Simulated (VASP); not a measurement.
Wanted: the native input for a VASP 6.6.1 run.

| Item | Value |
| --- | --- |
| Task | single point |
| Functional | r2SCAN |
| Potentials or basis | VASP PAW PBE potentials, release 64 (Ni, Ge_d) |
| Cutoff | 520 eV |
| k mesh | 12 × 12 × 8 |
| Occupations | gaussian, width 0.1 eV |
| Spin | no spin polarisation |
| Dipole correction | no |
| Further INCAR settings | ALGO = Normal; EDIFF = 1e-07; NBANDS = 43 |

Ni2Ge:

```
Ni Ge
1.0
     3.97981    0.00000    0.00000
    -1.98991    3.44662    0.00000
     0.00000    0.00000    5.02388
Ni Ge
4 2
Direct
  0.66667 0.33333 0.25000
  0.33333 0.66667 0.75000
  0.00000 0.00000 0.00000
  0.00000 0.00000 0.50000
  0.66667 0.33333 0.75000
  0.33333 0.66667 0.25000
```

One way to write it, as run:

POSCAR

```
Ni2Ge
1.0
    3.9798102787      0.0000000000      0.0000000000
   -1.9899051393      3.4466168036      0.0000000000
    0.0000000000      0.0000000000      5.0238781100
Ni Ge
4 2
Direct
    0.6666666700      0.3333333300      0.2500000000
    0.3333333300      0.6666666700      0.7500000000
    0.0000000000      0.0000000000      0.0000000000
    0.0000000000      0.0000000000      0.5000000000
    0.6666666700      0.3333333300      0.7500000000
    0.3333333300      0.6666666700      0.2500000000
```

INCAR.step1

```
PREC = Accurate
ENCUT = 520
ISMEAR = 0
SIGMA = 0.1
LREAL = F
LASPH = T
NELM = 80
NBANDS = 43
GGA = PE
ALGO = Normal
EDIFF = 1E-4
LWAVE = T
LCHARG = F
```

INCAR.step2

```
PREC = Accurate
ENCUT = 520
EDIFF = 1E-7
ISMEAR = 0
SIGMA = 0.1
LREAL = F
LASPH = T
NELM = 80
ALGO = Normal
ISIF = 2
LWAVE = F
LCHARG = F
METAGGA = R2SCAN
LMIXTAU = T
NBANDS = 43
ISTART = 1
```

KPOINTS

```
Automatic mesh
0
Gamma
  12 12 8
```

Potentials or basis: VASP PAW PBE potentials, release 64 (Ni, Ge_d).

Launch:

```console
$ cat potpaw_PBE.64/Ni/POTCAR potpaw_PBE.64/Ge_d/POTCAR > POTCAR
$ cp INCAR.step1 INCAR
$ mpirun -np 1 vasp_std > vasp.out
$ cp INCAR.step2 INCAR
$ mpirun -np 1 vasp_std > vasp.out
```

It gave:

- Pressure: 0.5 GPa
- Band gap on the k mesh: zero (bands 34 and 35 overlap by 3.07 eV)

Caveat: the PAW data sets were made with another functional, which shifts forces and pressure a little.

Run time: 33 min on 1 thread of Oxide Virtual Turin-like Processor (shared host), peak memory 0.31 GiB.
